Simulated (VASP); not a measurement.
Write the native input for VASP 6.6.1 that does the following.

```
Task                   : single point
Functional             : r2SCAN
Potentials or basis    : VASP PAW PBE potentials, release 64 (Pb_d, Se)
Cutoff                 : 520 eV
k mesh                 : 6 × 6 × 6
Occupations            : gaussian, width 0.01 eV
Spin                   : no spin polarisation
Dipole correction      : no
Further INCAR settings : ALGO = Normal; EDIFF = 1e-06; NBANDS = 17
```

Crystal: PbSe.

```
Pb Se
1.0
     0.00000    3.06964    3.06964
     3.06964    0.00000    3.06964
     3.06964    3.06964    0.00000
Pb Se
1 1
Cartesian
  0.0000 0.0000 0.0000
  3.0696 3.0696 3.0696
```

The input as run:

POSCAR

```
PbSe
1.0
    0.0000000000      3.0696389779      3.0696389779
    3.0696389779      0.0000000000      3.0696389779
    3.0696389779      3.0696389779      0.0000000000
Pb Se
1 1
Direct
    0.0000000000      0.0000000000      0.0000000000
    0.5000000000      0.5000000000      0.5000000000
```

INCAR.step1

```
SYSTEM = PbSe
  ALGO = Normal
  EDIFF = 1E-4
  ENCUT = 520
  GGA = PE
  ISMEAR = 0
  LASPH = .TRUE.
  LCHARG = .FALSE.
  LREAL = .FALSE.
  LWAVE = .TRUE.
  NBANDS = 17
  NELM = 80
  PREC = Accurate
  SIGMA = 0.01
```

INCAR.step2

```
SYSTEM = PbSe
  ALGO = Normal
  EDIFF = 1E-6
  ENCUT = 520
  ISIF = 2
  ISMEAR = 0
  ISTART = 1
  LASPH = .TRUE.
  LCHARG = .FALSE.
  LMIXTAU = .TRUE.
  LREAL = .FALSE.
  LWAVE = .FALSE.
  METAGGA = R2SCAN
  NBANDS = 17
  NELM = 80
  PREC = Accurate
  SIGMA = 0.01
```

KPOINTS

```
k-points
0
G
  6 6 6
  0 0 0
```

Potentials or basis: VASP PAW PBE potentials, release 64 (Pb_d, Se).

Command:

```sh
$ cat potpaw_PBE.64/Pb_d/POTCAR potpaw_PBE.64/Se/POTCAR > POTCAR
$ cp INCAR.step1 INCAR
$ mpirun -np 1 vasp_std > vasp.out
$ cp INCAR.step2 INCAR
$ mpirun -np 1 vasp_std > vasp.out
```

Results of the run:

```yaml
Pressure: 1.0 GPa
Band_gap_on_the_k_mesh: 0.61 eV
```

Caveat: the PAW data sets were made with another functional, which shifts forces and pressure a little; spin-orbit coupling is left out, which moves the levels of the heavy elements.

Run time: 34 s on 1 thread of AMD EPYC 9R45 96-Core Processor (Zen 5), with other jobs on the host, peak memory 0.16 GiB.
